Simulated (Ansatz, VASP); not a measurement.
# Sb3Au: VASP beside Ansatz

```
Sb Au
1.0
    -3.04000    3.04000    3.04000
     3.04000   -3.04000    3.04000
     3.04000    3.04000   -3.04000
Sb Au
3 1
Direct
  0.00000 0.50000 0.50000
  0.50000 0.00000 0.50000
  0.50000 0.50000 0.00000
  0.00000 0.00000 0.00000
```

Alike in both runs: task electric field gradients; functional LDA; k mesh 10 × 10 × 10; occupations fermi-dirac, width 0.05 eV; no spin polarisation.

```csv
,VASP,Ansatz
version,VASP 6.6.1,Ansatz 0.2.0
potentials or method,"VASP PAW LDA potentials, release 64 (Sb, Au)","PAW with Ansatz's default frozen-core files, scalar-relativistic"
plane-wave cutoff (eV),520,420
valence electrons in the cell,26,64
```

|  | VASP | Ansatz | Ansatz less VASP |
| --- | --- | --- | --- |
| pressure (GPa) | -7.7 | -7.8 | -0.11 |
| size of Vzz on the site where it differs most (V/Å²) | 3.9 | 11.6 | +7.63 |

LDA's correlation is that of Perdew and Zunger in VASP and of Perdew and Wang (1992) in Ansatz. VASP's potentials hold 26 valence electrons a cell and Ansatz's 64, so a difference there can come from the potentials and not from the codes.

Neither program's run includes spin-orbit coupling.
